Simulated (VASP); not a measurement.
Write the native input for VASP 6.6.1 that does the following.

| Quantity | Value |
| --- | --- |
| Task | single point |
| Functional | PBE |
| Potentials or basis | VASP PAW PBE potentials, release 64 (H, Si, Cl) |
| Cutoff | 520 eV |
| k mesh | 2 × 2 × 1 |
| Occupations | fermi-dirac, width 0.02 eV |
| Spin | no spin polarisation |
| Dipole correction | no |
| Further INCAR settings | LREAL = Auto; ALGO = Normal; EDIFF = 1e-06; NBANDS = 74 |

The structure of Si10H5Cl lies in POSCAR:

```
Si10H5Cl
1.0
    7.6791800000      0.0000000000      0.0000000000
    0.0000000000      7.6791800000      0.0000000000
    0.0000000000      0.0000000000     18.2543620000
H Si Cl
10 20 2
Direct
    0.4093920184      0.0000000000      0.0547814270
    0.0906079816      0.0000000000      0.0547814270
    0.9093920184      0.0000000000      0.0547814270
    0.5906079816      0.0000000000      0.0547814270
    0.4093920184      0.5000000000      0.0547814270
    0.0906079816      0.5000000000      0.0547814270
    0.9093920184      0.5000000000      0.0547814270
    0.5906079816      0.5000000000      0.0547814270
    0.2552853299      0.4780230441      0.4708746874
    0.7552889762      0.4780471352      0.4708768786
    0.2500000000      0.0000000000      0.1021948069
    0.7500000000      0.0000000000      0.1021948069
    0.2500000000      0.5000000000      0.1021948069
    0.7500000000      0.5000000000      0.1021948069
    0.2590766202      0.2501459791      0.1733775741
    0.7590768806      0.2501463698      0.1733761498
    0.2538815342      0.7503409218      0.1793668823
    0.7538845293      0.7503413125      0.1793656223
    0.0108842350      0.2521502296      0.2458963507
    0.5108885324      0.2521438487      0.2458964603
    0.0053962793      0.7515652713      0.2566819372
    0.5054007068      0.7515558953      0.2566801294
    0.0165223370      0.0130026904      0.3266129487
    0.5165257228      0.0129920122      0.3266114148
    0.0054423780      0.4908495438      0.3266454889
    0.5054492797      0.4908431629      0.3266453246
    0.2716494469      0.0996584271      0.3931923230
    0.7716418941      0.0996549111      0.3931955551
    0.2556017700      0.4131428095      0.3933829624
    0.7556029420      0.4131416375      0.3933893170
    0.3481234976      1.0266661284      0.4995936314
    0.8480872958      1.0266412560      0.4995956035
```

These files were run (other wordings do the same):

INCAR

```
SYSTEM = Si10H5Cl
ALGO     = Normal         ! electronic algorithm
EDIFF    = 1E-6           ! SCF threshold, eV
ENCUT    = 520            ! plane-wave cutoff, eV
GGA      = PE             ! functional
ISIF     = 2              ! what is computed and relaxed
ISMEAR   = -1             ! smearing method
LASPH    = .TRUE.         ! aspherical terms in the spheres
LCHARG   = .TRUE.         ! write CHGCAR
LELF     = .TRUE.         ! ELF
LREAL    = Auto         
LVHAR    = .TRUE.       
LWAVE    = .FALSE.        ! write WAVECAR
NBANDS   = 74             ! bands
NELM     = 80             ! most SCF steps
PREC     = Accurate       ! precision mode
SIGMA    = 0.02           ! smearing width, eV
```

KPOINTS

```
k-points
0
G
  2 2 1
  0 0 0
```

Potentials or basis: VASP PAW PBE potentials, release 64 (H, Si, Cl).

Command:

```sh
$ cat potpaw_PBE.64/H/POTCAR potpaw_PBE.64/Si/POTCAR potpaw_PBE.64/Cl/POTCAR > POTCAR
$ mpirun -np 1 vasp_std > vasp.out
```

Results of the run:

| Item | Value |
| --- | --- |
| Largest force | 0.665 eV/Å |
| Band gap on the k mesh | 1.35 eV |

Caveat: there is no dipole correction, which matters where the two faces differ.

Wall time 26 min on 1 thread of Intel Xeon 8259CL, on a shared host, peak memory 1 GiB.
